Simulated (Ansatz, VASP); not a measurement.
# Two plane-wave programs on Si4C5

```
C Si
1.0
     3.09201    0.00000    0.00000
    -1.54601    2.67776    0.00000
     0.00000    0.00000   25.23371
C Si
5 4
Direct
  0.33333 0.66667 0.15852
  0.66667 0.33333 0.25905
  0.33333 0.66667 0.36079
  0.66667 0.33333 0.46236
  0.00000 0.00000 0.56526
  0.66667 0.33333 0.18348
  0.33333 0.66667 0.28401
  0.66667 0.33333 0.38429
  0.33333 0.66667 0.48482
```

Alike in both runs: task single point; functional PBE; k mesh 9 × 9 × 1; occupations gaussian, width 0.05 eV; collinear spin.

```csv
,VASP,Ansatz
version,VASP 6.6.1,Ansatz 0.2.0
potentials or method,"VASP PAW PBE potentials, release 64 (C, Si), cutoff 520 eV","scalar-relativistic, plane waves, PAW"
valence electrons in the cell,36,36
```

VASP gave:

| Property | Result |
| --- | --- |
| gap on the k mesh at the Fermi level (eV) | none |
| rms of the force components (eV/Å) | 0.892 |
| net moment per atom (μB) | 0.14 |
| size of the moment on the site where the two differ most (μB) | 0.00 |

What did Ansatz give for the same quantities?

gap on the k mesh at the Fermi level (eV): none; rms of the force components (eV/Å): 0.944; net moment per atom (μB): 0.04; size of the moment on the site where the two differ most (μB): 0.40.

The net moments are unlike, so the other rows may belong to different states. Site moments also hang on the region over which each program counts them. A gap of «none» marks a metal or a gap that the smearing closes.
